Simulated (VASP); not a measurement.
# SnO2 in VASP: notebook

SnO2 is run at these levels: PBE; tasks: electric field gradients.

All numbers are computed with VASP 6.6.1; they aren't measurements. Logs are shortened: lines on timing, memory, paths and dates and some standing lists are left out, and cuts for length are marked.

### 1 The cell of the first run

Symmetry: P4_2/mnm, No. 136, tetragonal system. Conventional cell: a = 4.737 Å, b = 4.737 Å, c = 3.218 Å, α = 90.00°, β = 90.00°, γ = 90.00°. Sn (site symmetry mmm) has 6 O at 2.05 to 2.07 Å within 2.7 Å. O (site symmetry m2m) has 3 Sn at 2.05 to 2.07 Å and 1 O at 2.60 Å within 2.7 Å.

### 2 Electric field gradients, PBE (zz strain of +1 %)

Contents of INCAR:

```
ALGO = Normal
EDIFF = 1E-8
ENCUT = 520
GGA = PE
ISIF = 2
ISMEAR = -1
LASPH = T
LCHARG = F
LEFG = T
LREAL = F
LWAVE = F
NBANDS = 35
NELM = 80
PREC = Accurate
SIGMA = 0.03
```

Contents of KPOINTS:

```
k-points
0
Gamma
  4 4 6
```

Contents of POSCAR:

```
SnO2
1.0
    4.7373500000      0.0000000000      0.0000000000
    0.0000000000      4.7373500000      0.0000000000
    0.0000000000      0.0000000000      3.2182640000
Sn O
2 4
Direct
    0.0000000000      0.0000000000      0.0000000000
    0.5000000000      0.5000000000      0.5000000000
    0.3056200000      0.3056200000      0.0000000000
    0.1943800000      0.8056200000      0.5000000000
    0.6943800000      0.6943800000      0.0000000000
    0.8056200000      0.1943800000      0.5000000000
```

Potentials or basis: VASP PAW PBE potentials, release 64 (Sn_d, O).

Run with:

```bash
$ cat potpaw_PBE.64/Sn_d/POTCAR potpaw_PBE.64/O/POTCAR > POTCAR
$ mpirun -np 1 vasp_std > vasp.out
```

OUTCAR:

```text
EDIFF = 1E-8
   ENCUT = 520
   GGA = PE
   ISIF = 2
   ISMEAR = -1
   LASPH = T
   LREAL = F
   NELM = 80
   PREC = Accurate

 ion  position               nearest neighbor table
   1  0.000  0.000  0.000-   3 2.05   5 2.05   4 2.07   6 2.07   4 2.07   6 2.07   2 3.72   2 3.72
                             2 3.72   2 3.72   2 3.72   2 3.72   2 3.72   2 3.72
   2  0.500  0.500  0.500-   4 2.05   6 2.05   5 2.07   3 2.07   3 2.07   5 2.07   1 3.72   1 3.72
                             1 3.72   1 3.72   1 3.72   1 3.72   1 3.72   1 3.72
   3  0.306  0.306  0.000-   1 2.05   2 2.07   2 2.07
   4  0.194  0.806  0.500-   2 2.05   1 2.07   1 2.07
   5  0.694  0.694  0.000-   1 2.05   2 2.07   2 2.07
   6  0.806  0.194  0.500-   2 2.05   1 2.07   1 2.07

  LATTYP: Found a simple tetragonal cell.
 ALAT       =     4.7373500000
 C/A-ratio  =     0.6793384487

  Lattice vectors:

 A1 = (   4.7373500000,   0.0000000000,   0.0000000000)
 A2 = (   0.0000000000,   4.7373500000,   0.0000000000)
 A3 = (   0.0000000000,   0.0000000000,   3.2182640000)

Analysis of symmetry for initial positions (statically):
=====================================================================
 Subroutine PRICEL returns:
 Original cell was already a primitive cell.

 Routine SETGRP: Setting up the symmetry group for a
 simple tetragonal supercell.

 Subroutine GETGRP returns: Found 16 space group operations
 (whereof  8 operations were pure point group operations)
 out of a pool of 16 trial point group operations.

The static configuration has the point symmetry D_2h.
 The point group associated with its full space group is D_4h.

Analysis of symmetry for dynamics (positions and initial velocities):
=====================================================================
 Subroutine PRICEL returns:
 Original cell was already a primitive cell.

 Routine SETGRP: Setting up the symmetry group for a
 simple tetragonal supercell.

 Subroutine GETGRP returns: Found 16 space group operations
 (whereof  8 operations were pure point group operations)
 out of a pool of 16 trial point group operations.

The dynamic configuration has the point symmetry D_2h.
 The point group associated with its full space group is D_4h.

 Subroutine INISYM returns: Found 16 space group operations
 (whereof  8 operations are pure point group operations),
 and found     1 'primitive' translations

----------------------------------------------------------------------------------------

                                     Primitive cell

  volume of cell :      72.2258

  direct lattice vectors                    reciprocal lattice vectors
     4.737350000  0.000000000  0.000000000     0.211088478  0.000000000  0.000000000
     0.000000000  4.737350000  0.000000000     0.000000000  0.211088478  0.000000000
     0.000000000  0.000000000  3.218264000     0.000000000  0.000000000  0.310726528

  length of vectors
     4.737350000  4.737350000  3.218264000     0.211088478  0.211088478  0.310726528

  position of ions in fractional coordinates (direct lattice)
     0.000000000  0.000000000  0.000000000
     0.500000000  0.500000000  0.500000000
     0.305620000  0.305620000  0.000000000
     0.194380000  0.805620000  0.500000000
     0.694380000  0.694380000  0.000000000
     0.805620000  0.194380000  0.500000000

  ion indices of the primitive-cell ions
   primitive index   ion index
                 1           1
                 2           2
                 3           3
                 4           4
                 5           5
                 6           6

----------------------------------------------------------------------------------------

 KPOINTS: k-points

Automatic generation of k-mesh.
 Grid dimensions read from file:
 generate k-points for:    4    4    6
[... 57 lines left out ...]
   ISPIN  =      1    spin polarized calculation?
   LNONCOLLINEAR =      F non collinear calculations
   LSORBIT =      F    spin-orbit coupling
   LASPH  =      T    aspherical Exc in radial PAW
   ENCUT  =  520.0 eV  38.22 Ry    6.18 a.u.   8.81  8.81  5.98*2*pi/ulx,y,z
   NELM   =     80;   NELMIN=  2; NELMDL= -5     # of ELM steps
   EDIFF  = 0.1E-07   stopping-criterion for ELM
   LREAL  =      F    real-space projection
   EDIFFG = 0.1E-06   stopping-criterion for IOM
   NSW    =      0    number of steps for IOM
   IBRION =     -1    ionic relax: 0-MD 1-quasi-New 2-CG
   NFREE  =      0    steps in history (QN), initial steepest desc. (CG)
   ISIF   =      2    stress and relaxation
   ISYM   =      2    0-nonsym 1-usesym 2-fastsym
   POTIM  = 0.5000    time-step for ionic-motion
   TEBEG  =    0.0;   TEEND  =   0.0 temperature during run
   PSTRESS=    0.0 pullay stress
   NELECT =      52.0000    total number of electrons
   NUPDOWN=      -1.0000    fix difference up-down
   EMIN   =  10.00;   EMAX   =-10.00  energy-range for DOS
   EFERMI =   0.00;   METHOD = LEGACY
   ISMEAR =    -1;   SIGMA  =   0.03  broadening in eV -4-tet -1-fermi 0-gaus
   EFERMI_NEDOS =   21; number of points for ismear=-14 and -15
   IALGO  =     38    algorithm
   IMIX   =      4    mixing-type and parameters
     AMIX     =   0.40;   BMIX     =  1.00
     AMIX_MAG =   1.60;   BMIX_MAG =  1.00
  volume/ion in A,a.u.               =      12.04        81.23
  Fermi-wavevector in a.u.,A,eV,Ry     =   1.467276  2.772749 29.291958  2.152898
  Thomas-Fermi vector in A             =   2.582913
   LORBIT       =      0    0 simple, 1 ext, 2 COOP (PROOUT), +10 PAW based schemes
   GGA     = PE    functional components
   LHFCALC =     F    Hartree Fock is set to
   AEXX    =    0.0000 exact exchange contribution
   IVDW    =     0    specifies the selected vdW correction
   LEPSILON=     F    determine dielectric tensor
   LRPA    =     F    only Hartree local field effects (RPA)
 non-spin polarized calculation
  energy-cutoff  :      520.00
  volume of cell :       72.23
 maximum number of plane-waves:      1992
 NGX is ok and might be reduce to    36
   NGX = 17   NGY = 17   NGZ = 11

 number of electron      51.9999998 magnetization

 Free energy of the ion-electron system (eV)
  ---------------------------------------------------
  ext. energy  EPLUGINS =         0.00000000
  ---------------------------------------------------
  free energy    TOTEN  =       -37.21345288 eV

  energy without entropy =      -37.21345288  energy(sigma->0) =      -37.21345288

 E-fermi :   6.5893     XC(G=0): -11.2135

 val. band max:        6.0392102328   @ k =   0.0000   0.0000   0.0000
 cond. band min:       7.1349077302   @ k =   0.0000   0.0000   0.0000
 fundamental gap:      1.0956974973
 Fermi energy:         6.5892913632

 k-point     1 :       0.0000    0.0000    0.0000
  band No.  band energies     occupation
      1     -15.0553      2.00000
      2     -14.2603      2.00000
      3     -14.0455      2.00000
      4     -14.0180      2.00000
      5     -14.0180      2.00000
      6     -13.9707      2.00000
[... 901 lines left out ...]
     34      17.0939      0.00000
     35      19.1894      0.00000

------------------------ aborting loop because EDIFF is reached ----------------------------------------

  FORCE on cell =-STRESS in cart. coord.  units (eV):
  Direction    XX          YY          ZZ          XY          YZ          ZX
  --------------------------------------------------------------------------------------
  -------------------------------------------------------------------------------------
  Total        4.0277711      4.0277711      3.9086804     -0.0000000      0.0000000      0.0000000
  in kB       89.3475724     89.3475724     86.7057956     -0.0000000      0.0000000      0.0000000
  external PRESSURE =      88.4669802 kB  Pullay stress =       0.0000000 kB

 VOLUME and BASIS-vectors are now :
 -----------------------------------------------------------------------------
  energy-cutoff  :      520.00
  volume of cell :       72.23
      direct lattice vectors                 reciprocal lattice vectors
     4.737350000  0.000000000  0.000000000     0.211088478  0.000000000  0.000000000
     0.000000000  4.737350000  0.000000000     0.000000000  0.211088478  0.000000000
     0.000000000  0.000000000  3.218264000     0.000000000  0.000000000  0.310726528

 POSITION                                       TOTAL-FORCE (eV/Angst)
 -----------------------------------------------------------------------------------
      0.00000      0.00000      0.00000        -0.000000      0.000000     -0.000000
      2.36868      2.36868      1.60913        -0.000000      0.000000     -0.000000
      1.44783      1.44783      0.00000         0.019097      0.019097      0.000000
      0.92085      3.81650      1.60913        -0.019097      0.019097     -0.000000
      3.28952      3.28952      0.00000        -0.019097     -0.019097     -0.000000
      3.81650      0.92085      1.60913         0.019097     -0.019097     -0.000000
 -----------------------------------------------------------------------------------
    total drift:                                0.000000      0.000000      0.000000

  FREE ENERGIE OF THE ION-ELECTRON SYSTEM (eV)
  ---------------------------------------------------
  free  energy   TOTEN  =       -37.2134528798 eV

  energy  without entropy=      -37.2134528795  energy(sigma->0) =      -37.21345288

 Electric field gradients (V/A^2)
---------------------------------------------------------------------
 ion       V_xx      V_yy      V_zz      V_xy      V_xz      V_yz
---------------------------------------------------------------------
   1      21.465    21.465   -42.929   -42.097    -0.000    -0.000
   2      21.465    21.465   -42.929    42.097     0.000     0.000
   3     -23.470   -23.470    46.941    84.059     0.000     0.000
   4     -23.470   -23.470    46.941   -84.059    -0.000    -0.000
   5     -23.470   -23.470    46.941    84.059    -0.000     0.000
   6     -23.470   -23.470    46.941   -84.059     0.000    -0.000
---------------------------------------------------------------------

 Electric field gradients after diagonalization (V/A^2)
 (convention: |V_zz| > |V_xx| > |V_yy|)
----------------------------------------------------------------------
 ion       V_xx      V_yy      V_zz     asymmetry (V_yy - V_xx)/ V_zz
----------------------------------------------------------------------
   1     -42.929   -20.632    63.561       0.351
   2     -42.929   -20.632    63.561       0.351
   3      60.589    46.941  -107.530       0.127
   4      60.589    46.941  -107.530       0.127
   5      60.589    46.941  -107.530       0.127
   6      60.589    46.941  -107.530       0.127
----------------------------------------------------------------------

           NMR quadrupolar parameters

 Cq : quadrupolar parameter    Cq=e*Q*V_zz/h
 eta: asymmetry parameters     (V_yy - V_xx)/ V_zz
 Q  : nuclear electric quadrupole moment in mb (millibarn)
----------------------------------------------------------------------
 ion       Cq(MHz)       eta       Q (mb)
----------------------------------------------------------------------
   1       0.154       0.351       1.000
   2       0.154       0.351       1.000
   3      -0.260       0.127       1.000
   4      -0.260       0.127       1.000
   5      -0.260       0.127       1.000
   6      -0.260       0.127       1.000
----------------------------------------------------------------------
```

Run time: 45 s. Hardware: 1 thread of AMD EPYC 7R43 (Zen 3), shared host; peak memory 0.16 GiB.

Results:

```
Free energy            : -37.2135 eV
Pressure               : 8.8 GPa
Largest force          : 0.027 eV/Å
Band gap on the k mesh : 1.10 eV, direct
```

Forces on the atoms (eV/Å):
```
Sn   0.000  0.000  0.000
Sn   0.000  0.000  0.000
O    0.019  0.019  0.000
O   -0.019  0.019  0.000
O   -0.019 -0.019  0.000
O    0.019 -0.019  0.000
```

Electric field gradients, principal values (V/Å²):
```csv
atom,least,middle,greatest (by size)
1 Sn,-20.632,-42.929,63.561
2 Sn,-20.632,-42.929,63.561
3 O,46.941,60.589,-107.530
4 O,46.941,60.589,-107.530
5 O,46.941,60.589,-107.530
6 O,46.941,60.589,-107.530
```

Caveat: the cell differs from its parent crystal (zz strain of +1 %); without QUAD_EFG the Cq values of the log hold for a quadrupole moment of 1 mb, not for the nuclei; spin-orbit coupling is left out, which moves the levels of the heavy elements.

### 3 Electric field gradients, PBE (equal xy, yz and zx shear strains of -2 %)

Contents of INCAR:

```
ALGO = Normal ; EDIFF = 1E-8
ENCUT = 520 ; GGA = PE
ISIF = 2 ; ISMEAR = -1
LASPH = True ; LCHARG = False
LEFG = True ; LREAL = False
LWAVE = False ; NBANDS = 35
NELM = 60 ; PREC = Accurate
SIGMA = 0.03
```

KPOINTS is that of step 2.

POSCAR: that of step 2 with these lines changed.

```diff
@@ -2,5 +2,5 @@
 1.0
-    4.7373500000      0.0000000000      0.0000000000
-    0.0000000000      4.7373500000      0.0000000000
-    0.0000000000      0.0000000000      3.2182640000
+    4.7373500000     -0.0473735000     -0.0473735000
+   -0.0473735000      4.7373500000     -0.0473735000
+   -0.0318640000     -0.0318640000      3.1864000000
 Sn O
```

Potentials or basis: VASP PAW PBE potentials, release 64 (Sn_d, O).

Run with:

```bash
$ cat potpaw_PBE.64/Sn_d/POTCAR potpaw_PBE.64/O/POTCAR > POTCAR
$ mpirun -np 1 vasp_std > vasp.out
```

OUTCAR:

```text
EDIFF = 1E-8
   ENCUT = 520
   GGA = PE
   ISIF = 2
   ISMEAR = -1
   LASPH = True
   LREAL = False
   NELM = 60
   PREC = Accurate

 ion  position               nearest neighbor table
   1  0.000  0.000  0.000-   3 2.03   5 2.03   4 2.07   6 2.07   4 2.07   6 2.07   2 3.64   2 3.64
                             2 3.72   2 3.72   2 3.74   2 3.74   2 3.74   2 3.74
   2  0.500  0.500  0.500-   5 2.02   3 2.02   6 2.07   4 2.07   3 2.08   5 2.08   1 3.64   1 3.64
                             1 3.72   1 3.72   1 3.74   1 3.74   1 3.74   1 3.74
   3  0.306  0.306  0.000-   2 2.02   1 2.03   2 2.08
   4  0.194  0.806  0.500-   1 2.07   1 2.07   2 2.07
   5  0.694  0.694  0.000-   2 2.02   1 2.03   2 2.08
   6  0.806  0.194  0.500-   1 2.07   1 2.07   2 2.07

  LATTYP: Found a base centered monoclinic cell.
 ALAT       =     9.0674307187
 B/A-ratio  =     0.7462555906
 C/A-ratio  =     0.3514467023
 COS(beta)  =    -0.6821016627

  Lattice vectors:

 A1 = (  -4.7054860000,   0.0792375000,  -3.1390265000)
 A2 = (   0.0792375000,  -4.7054860000,  -3.1390265000)
 A3 = (  -0.0318640000,  -0.0318640000,   3.1864000000)

[... 1129 lines left out ...]
 -----------------------------------------------------------------------------------
    total drift:                                0.000000      0.000000      0.000000

  FREE ENERGIE OF THE ION-ELECTRON SYSTEM (eV)
  ---------------------------------------------------
  free  energy   TOTEN  =       -37.1208700549 eV

  energy  without entropy=      -37.1208700549  energy(sigma->0) =      -37.12087005

 Electric field gradients (V/A^2)
---------------------------------------------------------------------
 ion       V_xx      V_yy      V_zz      V_xy      V_xz      V_yz
---------------------------------------------------------------------
   1      17.225    17.225   -34.449   -46.625     5.072     5.072
   2      32.458    32.458   -64.915    16.953   -34.608   -34.608
   3     -24.249   -24.249    48.498    81.956     0.394     0.394
   4     -21.950   -21.950    43.900   -84.029    -3.887    -3.887
   5     -24.249   -24.249    48.498    81.956     0.394     0.394
   6     -21.950   -21.950    43.900   -84.029    -3.887    -3.887
---------------------------------------------------------------------

 Electric field gradients after diagonalization (V/A^2)
 (convention: |V_zz| > |V_xx| > |V_yy|)
----------------------------------------------------------------------
 ion       V_xx      V_yy      V_zz     asymmetry (V_yy - V_xx)/ V_zz
----------------------------------------------------------------------
   1     -39.529   -24.321    63.850       0.238
   2      67.501    15.504   -83.005       0.626
   3      57.741    48.464  -106.205       0.087
   4      62.079    44.101  -106.180       0.169
   5      57.741    48.464  -106.205       0.087
   6      62.079    44.101  -106.180       0.169
----------------------------------------------------------------------

           NMR quadrupolar parameters

 Cq : quadrupolar parameter    Cq=e*Q*V_zz/h
 eta: asymmetry parameters     (V_yy - V_xx)/ V_zz
 Q  : nuclear electric quadrupole moment in mb (millibarn)
----------------------------------------------------------------------
 ion       Cq(MHz)       eta       Q (mb)
----------------------------------------------------------------------
   1       0.154       0.238       1.000
   2      -0.201       0.626       1.000
   3      -0.257       0.087       1.000
   4      -0.257       0.169       1.000
   5      -0.257       0.087       1.000
   6      -0.257       0.169       1.000
----------------------------------------------------------------------
```

stdout:

```text
POSCAR found type information on POSCAR SnO
 POSCAR found :  2 types and       6 ions
 scaLAPACK will be used
 LDA part: xc-table for (Slater+PW92), standard interpolation
 POSCAR, INCAR and KPOINTS ok, starting setup
 FFT: planning ... GRIDC
 FFT: planning ... GRID_SOFT
 FFT: planning ... GRID
 WAVECAR not read
 entering main loop
ion   1

ion   2

ion   3

ion   4

ion   5

ion   6
```

It took 80 s on 1 thread of Intel Xeon Platinum 8259CL at 2.50GHz (Skylake/Cascade Lake), shared host; peak memory 0.21 GiB.

What came out:

| Property | Result |
| --- | --- |
| Free energy | -37.1209 eV |
| Pressure | 11.8 GPa |
| Largest force | 0.274 eV/Å |
| Band gap on the k mesh | 1.24 eV, direct |

Forces in eV/Å, atoms in the order of the input:
```
Sn   0.000  0.000  0.000
Sn   0.000  0.000  0.000
O    0.007  0.007 -0.274
O    0.084 -0.084  0.000
O   -0.007 -0.007  0.274
O   -0.084  0.084  0.000
```

Electric field gradients, principal values (V/Å²):
```tsv
atom	least	middle	greatest (by size)
1 Sn	-24.321	-39.529	63.850
2 Sn	15.504	67.501	-83.005
3 O	48.464	57.741	-106.205
4 O	44.101	62.079	-106.180
5 O	48.464	57.741	-106.205
6 O	44.101	62.079	-106.180
```

Caveat: the cell differs from its parent crystal (equal xy, yz and zx shear strains of -2 %); without QUAD_EFG the Cq values of the log hold for a quadrupole moment of 1 mb, not for the nuclei; spin-orbit coupling is left out, which moves the levels of the heavy elements.

[end of part 1 of 2]
